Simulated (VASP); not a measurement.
Write the native input for VASP 6.6.1 that does the following.

```yaml
Task: single point
Functional: LDA
Potentials_or_basis: VASP PAW LDA potentials, release 64 (Cd, Te)
Cutoff: 500 eV
k_mesh: 4 × 4 × 4
Occupations: gaussian, width 0.01 eV
Spin: no spin polarisation
Dipole_correction: no
Further_INCAR_settings: ALGO = Normal; EDIFF = 1e-06; NBANDS = 16
```

The structure of CdTe lies in POSCAR:

```
CdTe
1.0
    0.0000000000      3.2050000000      3.2050000000
    3.2050000000      0.0000000000      3.2050000000
    3.2050000000      3.2050000000      0.0000000000
Cd Te
1 1
Direct
    0.0000000000      0.0000000000      0.0000000000
    0.2500000000      0.2500000000      0.2500000000
```

The input as run:

INCAR

```
ALGO = Normal
EDIFF = 1E-6
ENCUT = 500
GGA_COMPAT = False
ISIF = 2
ISMEAR = 0
LASPH = True
LCHARG = False
LREAL = False
LWAVE = False
NBANDS = 16
NELM = 120
PREC = Accurate
SIGMA = 0.01
```

KPOINTS

```
k-points
0
Gamma
  4 4 4
```

Potentials or basis: VASP PAW LDA potentials, release 64 (Cd, Te).

Run with:

```sh
$ cat potpaw_LDA.64/Cd/POTCAR potpaw_LDA.64/Te/POTCAR > POTCAR
$ mpirun -np 1 vasp_std > vasp.out
```

It gave:

* Pressure: 0.5 GPa
* Band gap on the k mesh: 0.63 eV, direct

Caveat: the k points lie up to 0.42 Å⁻¹ apart; spin-orbit coupling is left out, which moves the levels of the heavy elements.

It used 35 s of CPU time on 1 thread of AMD EPYC 7R13 Processor (Zen 3) (shared host).
